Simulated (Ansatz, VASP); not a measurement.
**ZnCu in VASP and in Ansatz**

```
Zn Cu
1.0
     3.00276    0.00000    0.00000
     0.00000    3.00276    0.00000
     0.00000    0.00000    3.00276
Zn Cu
1 1
Direct
  0.50000 0.50000 0.50000
  0.00000 0.00000 0.00000
```

Change from the starting cell: volume scaled by 1.06.

Alike in both runs: task single point; functional PBEsol; k mesh 9 × 9 × 9; occupations fermi-dirac, width 0.05 eV; no spin polarisation.

```csv
,VASP,Ansatz
version,VASP 6.6.1,Ansatz 0.2.0
potentials or method,"VASP PAW PBE potentials, release 64 (Zn, Cu), cutoff 520 eV","all-electron LAPW, scalar-relativistic"
```

VASP gave:

* gap on the k mesh at the Fermi level (eV): none
* pressure (GPa): -9.5

Estimate Ansatz's values.

gap on the k mesh at the Fermi level (eV): none; pressure (GPa): -10.1.

VASP's potentials were made for PBE, not for PBEsol. A gap of «none» marks a metal or a gap that the smearing closes. Ansatz ran all-electron here, and VASP with PAW potentials.
